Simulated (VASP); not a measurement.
Write the native input for VASP 6.6.1 that does the following.

- Task: single point
- Functional: PBE
- Potentials or basis: VASP PAW PBE potentials, release 64 (In_d, Sb)
- Cutoff: 520 eV
- k mesh: 8 × 8 × 8
- Occupations: gaussian, width 0.15 eV
- Spin: no spin polarisation
- Dipole correction: no
- Further INCAR settings: ALGO = Normal; EDIFF = 1e-06; NBANDS = 22

The structure of InSb3 lies in POSCAR:

```
InSb3
1.0
    4.7175854470      0.0000000000      0.0000000000
    0.0000000000      4.7175854470      0.0000000000
    0.0000000000      0.0000000000      4.7175854470
In Sb
1 3
Direct
    0.0000000000      0.0000000000      0.0000000000
    0.5000000000      0.0000000000      0.5000000000
    0.0000000000      0.5000000000      0.5000000000
    0.5000000000      0.5000000000      0.0000000000
```

One way to write it, as run:

INCAR

```
SYSTEM = InSb3
PREC = Accurate
ENCUT = 520
EDIFF = 1E-6
ISMEAR = 0
SIGMA = 0.15
LREAL = .False.
LASPH = .True.
NELM = 80
ALGO = Normal
ISIF = 2
LWAVE = .False.
LCHARG = .False.
GGA = PE
NBANDS = 22
```

KPOINTS

```
regular mesh
0
Gamma
  8 8 8
  0 0 0
```

Potentials or basis: VASP PAW PBE potentials, release 64 (In_d, Sb).

The run is started by

```sh
$ cat potpaw_PBE.64/In_d/POTCAR potpaw_PBE.64/Sb/POTCAR > POTCAR
$ mpirun -np 1 vasp_std > vasp.out
```

Results of the run:

The pressure is 3.5 GPa and the band gap on the k mesh is zero (bands 14 and 15 overlap by 4.95 eV).

Caveat: the cell stands under pressure; spin-orbit coupling is left out, which moves the levels of the heavy elements.

It took 98 s on 1 thread of Intel Xeon 8259CL, with other jobs on the host, peak memory 0.25 GiB.
